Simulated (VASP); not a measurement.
A run of VASP 6.6.1:

The input INCAR:

```
ALGO     = Normal         # electronic algorithm
EDIFF    = 1E-7           # SCF threshold, eV
ENCUT    = 520            # plane-wave cutoff, eV
GGA      = PE             # functional
ISIF     = 2              # what is computed and relaxed
ISMEAR   = 0              # smearing method
LASPH    = True           # aspherical terms in the spheres
LCHARG   = False          # write CHGCAR
LREAL    = False          # projectors in reciprocal space
LWAVE    = False          # write WAVECAR
NBANDS   = 9              # bands
NELM     = 80             # most SCF steps
PREC     = Accurate       # precision mode
SIGMA    = 0.01           # smearing width, eV
```

File KPOINTS:

```
k-points
0
Gamma
  6 6 6
```

The input POSCAR:

```
LiH
1.0
    0.0000000000      2.0029948929      2.0029948929
    2.0029948929      0.0000000000      2.0029948929
    2.0029948929      2.0029948929      0.0000000000
Li H
1 1
Direct
    0.0000000000      0.0000000000      0.0000000000
    0.5000000000      0.5000000000      0.5000000000
```

Potentials or basis: VASP PAW PBE potentials, release 64 (Li_sv, H).

Command:

```bash
$ cat potpaw_PBE.64/Li_sv/POTCAR potpaw_PBE.64/H/POTCAR > POTCAR
$ mpirun -np 1 vasp_std > vasp.out
```

Hardware: 1 thread of Intel Xeon 8259CL (shared host).

**Question.** Estimate the wall time of this run.

**Answer.** Wall time 4.8 s on 1 thread of Intel Xeon 8259CL (shared host), peak memory 0.13 GiB. Counts: scf iterations 13, k points 16.
